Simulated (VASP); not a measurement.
# Ag: single point with PBEsol

The system is Ag.

```xyz
1
Lattice="-1.6106 1.6106 1.6106 1.6106 -1.6106 1.6106 1.6106 1.6106 -1.6106" Properties=species:S:1:pos:R:3 pbc="T T T"
Ag    0.0000    0.0000    0.0000
```

This isn't the form of Ag at room conditions, which is fcc.

- Program: VASP 6.6.1
- Task: single point
- Functional: PBEsol
- Potentials or basis: VASP PAW PBE potentials, release 64 (Ag)
- Cutoff: 500 eV
- k mesh: 8 × 8 × 8
- Occupations: gaussian, width 0.1 eV
- Spin: no spin polarisation

| Property | Result |
| --- | --- |
| Pressure | 0.3 GPa |
| Band gap on the k mesh | zero (an odd number of electrons rules out a gap without spin polarisation) |

Levels at points of the mesh, in eV from the Fermi level:
| k point | band 3 | band 4 | band 5 | band 6 | band 7 | band 8 | band 9 | band 10 |
| --- | --- | --- | --- | --- | --- | --- | --- | --- |
| (0.00, 0.00, 0.00) | -5.10 | -5.10 | -3.71 | -3.71 | 17.89 | 17.89 | 17.89 | 24.47 |
| (0.50, 0.00, 0.00) | -3.77 | -3.58 | -2.65 | -0.31 | 4.14 | 13.25 | 14.50 | 20.14 |
| (0.50, 0.50, 0.50) | -2.91 | -2.91 | -2.91 | 6.78 | 6.78 | 6.78 | 12.98 | 13.60 |

Wall time 4.6 s on 1 thread of AMD EPYC 7R43 64-Core Processor (Zen 3) (shared host), peak memory 0.09 GiB.

Caveat: the PAW data sets were made with another functional, which shifts forces and pressure a little.
